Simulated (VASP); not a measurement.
# MnB3Ir (P6/mmm) in VASP: notebook, part 2 of 2

VASP 6.6.1.

## 5. Single point, PBE, collinear spin, ferromagnetic start

Input file INCAR:

```
SYSTEM = MnB3Ir
PREC = Accurate
ENCUT = 600
EDIFF = 1E-6
ISMEAR = 0
SIGMA = 0.1
LREAL = .FALSE.
LASPH = .TRUE.
NELM = 200
ALGO = Normal
ISIF = 2
LWAVE = .FALSE.
LCHARG = .FALSE.
ISPIN = 2
MAGMOM = 4 0 0 0 0
LORBIT = 11
LMAXMIX = 4
GGA = PE
NBANDS = 32
GGA_COMPAT = .FALSE.
```

Input file KPOINTS:

```
regular mesh
0
G
  6 6 4
  0 0 0
```

Input file POSCAR:

```
MnB3Ir
1.0
    3.9214941583      0.0000000000      0.0000000000
   -1.9607470792      3.3961135619      0.0000000000
    0.0000000000      0.0000000000      4.5311873360
Mn B Ir
1 3 1
Direct
    0.0000000000      0.0000000000      0.0000000000
    0.5000000000      0.0000000000      0.0000000000
    0.0000000000      0.5000000000      0.0000000000
    0.5000000000      0.5000000000      0.0000000000
    0.0000000000      0.0000000000      0.5000000000
```

Potentials or basis: VASP PAW PBE potentials, release 64 (Mn_sv, B, Ir_sv_GW).

Started as:

```
cat potpaw_PBE.64/Mn_sv/POTCAR potpaw_PBE.64/B/POTCAR potpaw_PBE.64/Ir_sv_GW/POTCAR > POTCAR
mpirun -np 1 vasp_std > vasp.out
```

OUTCAR:

```text
SYSTEM = MnB3Ir
   PREC = Accurate
   ENCUT = 600
   EDIFF = 1E-6
   ISMEAR = 0
   LREAL = .FALSE.
   LASPH = .TRUE.
   NELM = 200
   ISIF = 2
   ISPIN = 2
   LORBIT = 11
   GGA = PE

 ion  position               nearest neighbor table
   1  0.000  0.000  0.000-   4 1.96   4 1.96   2 1.96   2 1.96   3 1.96   3 1.96   5 2.27   5 2.27

   2  0.500  0.000  0.000-   3 1.96   3 1.96   1 1.96   1 1.96   4 1.96   4 1.96
   3  0.000  0.500  0.000-   2 1.96   2 1.96   4 1.96   4 1.96   1 1.96   1 1.96
   4  0.500  0.500  0.000-   1 1.96   1 1.96   3 1.96   3 1.96   2 1.96   2 1.96
   5  0.000  0.000  0.500-   1 2.27   1 2.27

  LATTYP: Found a hexagonal cell.
 ALAT       =     3.9214941583
 C/A-ratio  =     1.1554747127

  Lattice vectors:

 A1 = (   3.9214941583,   0.0000000000,   0.0000000000)
 A2 = (  -1.9607470792,   3.3961135619,   0.0000000000)
 A3 = (   0.0000000000,   0.0000000000,   4.5311873360)

Analysis of symmetry for initial positions (statically):
=====================================================================
 Subroutine PRICEL returns:
 Original cell was already a primitive cell.

 Routine SETGRP: Setting up the symmetry group for a
 hexagonal supercell.

 Subroutine GETGRP returns: Found 24 space group operations
 (whereof 24 operations were pure point group operations)
 out of a pool of 24 trial point group operations.

The static configuration has the point symmetry D_6h.

Analysis of symmetry for dynamics (positions and initial velocities):
=====================================================================
 Subroutine PRICEL returns:
 Original cell was already a primitive cell.

 Routine SETGRP: Setting up the symmetry group for a
 hexagonal supercell.

 Subroutine GETGRP returns: Found 24 space group operations
 (whereof 24 operations were pure point group operations)
 out of a pool of 24 trial point group operations.
[... 172 lines left out ...]
 fundamental gap:      0.0514321796
 Fermi energy:         6.4750091884

 spin component 1

 k-point     1 :       0.0000    0.0000    0.0000
  band No.  band energies     occupation
      1     -85.1957      1.00000
      2     -72.9036      1.00000
      3     -43.0799      1.00000
      4     -41.7626      1.00000
      5     -41.7626      1.00000
      6     -41.5884      1.00000
[... 724 lines left out ...]
     31      16.0885      0.00000
     32      17.5998      0.00000
 Fermi energy:         6.4750091884

 spin component 2

 k-point     1 :       0.0000    0.0000    0.0000
  band No.  band energies     occupation
      1     -85.1957      1.00000
      2     -72.9035      1.00000
      3     -43.0798      1.00000
      4     -41.7626      1.00000
      5     -41.7626      1.00000
      6     -41.5883      1.00000
[... 724 lines left out ...]
     31      16.0885      0.00000
     32      17.5998      0.00000

------------------------ aborting loop because EDIFF is reached ----------------------------------------

  FORCE on cell =-STRESS in cart. coord.  units (eV):
  Direction    XX          YY          ZZ          XY          YZ          ZX
  --------------------------------------------------------------------------------------
  -------------------------------------------------------------------------------------
  Total       -0.3735215     -0.3735215     -0.3559336      0.0000000     -0.0000000      0.0000000
  in kB       -9.9170011     -9.9170011     -9.4500439      0.0000000     -0.0000000      0.0000000
  external PRESSURE =      -9.7613487 kB  Pullay stress =       0.0000000 kB

 VOLUME and BASIS-vectors are now :
 -----------------------------------------------------------------------------
  energy-cutoff  :      600.00
  volume of cell :       60.35
      direct lattice vectors                 reciprocal lattice vectors
     3.921494158  0.000000000  0.000000000     0.255004842  0.147227114  0.000000000
    -1.960747079  3.396113562  0.000000000     0.000000000  0.294454229  0.000000000
     0.000000000  0.000000000  4.531187336     0.000000000  0.000000000  0.220692707

 POSITION                                       TOTAL-FORCE (eV/Angst)
 -----------------------------------------------------------------------------------
      0.00000      0.00000      0.00000         0.000000      0.000000      0.000000
      1.96075      0.00000      0.00000        -0.000000      0.000000      0.000000
     -0.98037      1.69806      0.00000         0.000000      0.000000      0.000000
      0.98037      1.69806      0.00000         0.000000      0.000000      0.000000
      0.00000      0.00000      2.26559         0.000000      0.000000      0.000000
 -----------------------------------------------------------------------------------
    total drift:                                0.000000      0.000000     -0.000000

  FREE ENERGIE OF THE ION-ELECTRON SYSTEM (eV)
  ---------------------------------------------------
  free  energy   TOTEN  =       -34.0852105456 eV

  energy  without entropy=      -34.0679736863  energy(sigma->0) =      -34.07659212

 total charge

# of ion       s       p       d       f       tot
--------------------------------------------------
    1        2.293   6.175   4.898   0.000  13.366
    2        0.696   1.072   0.000   0.000   1.768
    3        0.696   1.072   0.000   0.000   1.768
    4        0.696   1.072   0.000   0.000   1.768
    5        3.872   6.027   6.378   0.013  16.290
--------------------------------------------------
tot          8.254  15.417  11.277   0.013  34.961

 magnetization (x)

# of ion       s       p       d       f       tot
--------------------------------------------------
    1        0.000   0.000   0.000   0.000   0.000
    2       -0.000   0.000   0.000   0.000   0.000
    3       -0.000   0.000   0.000   0.000   0.000
    4       -0.000   0.000   0.000   0.000   0.000
    5        0.000   0.000   0.000  -0.000   0.000
--------------------------------------------------
tot          0.000   0.000   0.000  -0.000   0.000
```

stdout:

```text
POSCAR found type information on POSCAR MnB Ir
 POSCAR found :  3 types and       5 ions
 scaLAPACK will be used
 LDA part: xc-table for (Slater+PW92), standard interpolation
 POSCAR, INCAR and KPOINTS ok, starting setup
 FFT: planning ... GRIDC
 FFT: planning ... GRID_SOFT
 FFT: planning ... GRID
 WAVECAR not read
 entering main loop
```

It took 100 s on 1 thread of Intel Xeon Platinum 8488C (Sapphire Rapids), shared host; peak memory 0.26 GiB.

Results:

```yaml
Free_energy: -34.0852 eV
Pressure: -1.0 GPa
Net_moment: 0.00 μB per cell
Valence_electrons_inside_the_program's_atomic_spheres: Mn 13.37; B 1.77; Ir 16.29
```

Levels at points of the mesh, in eV from the Fermi level:
Spin up:
```
           k point  band 17  band 18  band 19  band 20  band 21  band 22  band 23  band 24  band 25  band 26
(0.00, 0.00, 0.00)    -2.50    -2.50    -2.23    -0.83    -0.83     1.19     1.19     3.95     4.71     4.71
(0.50, 0.00, 0.00)    -1.48    -0.28    -0.20     0.48     0.92     0.98     1.15     2.34     3.11     5.86
(0.00, 0.00, 0.50)    -1.49    -1.49    -1.43    -1.40    -1.40     0.02     0.02     3.79     5.04     5.04
(0.50, 0.00, 0.50)    -1.99    -1.53    -1.25    -0.44    -0.24    -0.07     0.98     1.31     4.52     4.60
```
Spin down:
```csv
k point,band 18,band 19,band 20,band 21,band 22,band 23,band 24,band 25
"(0.00, 0.00, 0.00)",-2.50,-2.23,-0.83,-0.83,1.19,1.19,3.95,4.71
"(0.50, 0.00, 0.00)",-0.28,-0.20,0.48,0.92,0.98,1.15,2.34,3.11
"(0.00, 0.00, 0.50)",-1.49,-1.43,-1.40,-1.40,0.02,0.02,3.79,5.04
"(0.50, 0.00, 0.50)",-1.53,-1.25,-0.44,-0.24,-0.07,0.98,1.31,4.52
```

Caveat: the starting moments collapsed, and a magnetic state may lie lower; spin-orbit coupling is left out, which moves the levels of the heavy elements.
